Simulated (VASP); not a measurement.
Input of a VASP 6.6.1 run:

The input INCAR:

```
PREC = Accurate ; ENCUT = 500
EDIFF = 1E-6 ; ISMEAR = 0
SIGMA = 0.1 ; LREAL = False
LASPH = True ; NELM = 120
ALGO = Normal ; ISIF = 2
LWAVE = False ; LCHARG = False
NBANDS = 21 ; GGA_COMPAT = False
```

File KPOINTS:

```
regular mesh
0
Gamma
  6 6 4
```

Contents of POSCAR:

```
Ru
1.0
    2.7078263400      0.0000000000      0.0000000000
   -1.3539131700      2.3450464000      0.0000000000
    0.0000000000      0.0000000000      4.2681017800
Ru
2
Direct
    0.3333333300      0.6666666700      0.2500000000
    0.6666666700      0.3333333300      0.7500000000
```

Potentials or basis: VASP PAW LDA potentials, release 64 (Ru_pv).

Run with:

```console
$ cat potpaw_LDA.64/Ru_pv/POTCAR > POTCAR
$ mpirun -np 1 vasp_std > vasp.out
```

(1) What does it give for the pressure?

(2) What does it give for the band gap on the k mesh?

## Answers

(1) -10.1 GPa.

(2) zero (band 14 reaches 14.15 eV, above the bottom of band 15 at 11.30 eV).

Caveat: the k points lie up to 0.45 Å⁻¹ apart.
